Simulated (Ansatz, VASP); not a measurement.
Pt: VASP beside Ansatz

The input INCAR:

```
PREC = Accurate
ENCUT = 520
EDIFF = 1E-7
ISMEAR = 0
SIGMA = 0.15
LREAL = F
LASPH = T
NELM = 100
ALGO = Fast
ISIF = 2
LWAVE = F
LCHARG = F
GGA = CA
NBANDS = 28
```

The input KPOINTS:

```
regular mesh
0
Gamma
  18 18 6
```

POSCAR

```
Pt
1.0
    2.7082945870      0.0000000000      0.0000000000
   -1.3541472935      2.3454519133      0.0000000000
    0.0000000000      0.0000000000      9.3530207388
Pt
4
Direct
    0.6171808335      0.3111627658      0.3750000000
    0.6171808335      0.3111627658      0.8750000000
    0.3828191665      0.6888372342      0.1250000000
    0.3828191665      0.6888372342      0.6250000000
```

Input for Ansatz:

```yaml
crystal:
  lattice:
    - [2.708294587, 0.0, 0.0]
    - [-1.3541472935, 2.3454519133, 0.0]
    - [0.0, 0.0, 9.3530207388]
  atoms:
    - { symbol: Pt, position: [0.6171808335, 0.3111627658, 0.375] }
    - { symbol: Pt, position: [0.6171808335, 0.3111627658, 0.875] }
    - { symbol: Pt, position: [0.3828191665, 0.6888372342, 0.125] }
    - { symbol: Pt, position: [0.3828191665, 0.6888372342, 0.625] }
basis:
  ecutwfc: 420
kpoints:
  mp_grid: { grid: [18, 18, 6] }
hamiltonian:
  xc: lda
  pseudopotentials: { kind: paw, azcp: { folder: soft_1 } }
scf:
  occupations: { method: gaussian, width: 0.15 }
output:
  forces: true
  stress: true
  eigenvalues: true
```

Change from the starting cell: mode 1 frozen in at -0.104 Å and mode 2 at -0.052 Å (largest displacements).

Alike in both runs: task single point; functional LDA; k mesh 18 × 18 × 6; occupations gaussian, width 0.15 eV; no spin polarisation.

```csv
,VASP,Ansatz
version,VASP 6.6.1,Ansatz 0.2.0
potentials or method,"VASP PAW LDA potentials, release 64 (Pt), cutoff 520 eV","scalar-relativistic, plane waves, PAW"
valence electrons in the cell,40,72
```

Ansatz gave:

- gap on the k mesh at the Fermi level (eV): none
- pressure (GPa): 0.4
- traceless stress, the component that is largest in VASP (GPa): -0.36
- rms of the force components (eV/Å): 0.083

Problem. What did VASP give for the same quantities?

Solution. gap on the k mesh at the Fermi level (eV): none; pressure (GPa): 1.4; traceless stress, the component that is largest in VASP (GPa): -0.18; rms of the force components (eV/Å): 0.079.

Ansatz warns that its potentials were made for another functional, while VASP's fit it. LDA's correlation is that of Perdew and Zunger in VASP and of Perdew and Wang (1992) in Ansatz. Atom by atom the forces differ by 0.004 eV/Å (rms over components). A gap of «none» marks a metal or a gap that the smearing closes. VASP's potentials hold 40 valence electrons a cell and Ansatz's 72, so a difference there can come from the potentials and not from the codes.

Spin-orbit coupling is off throughout.
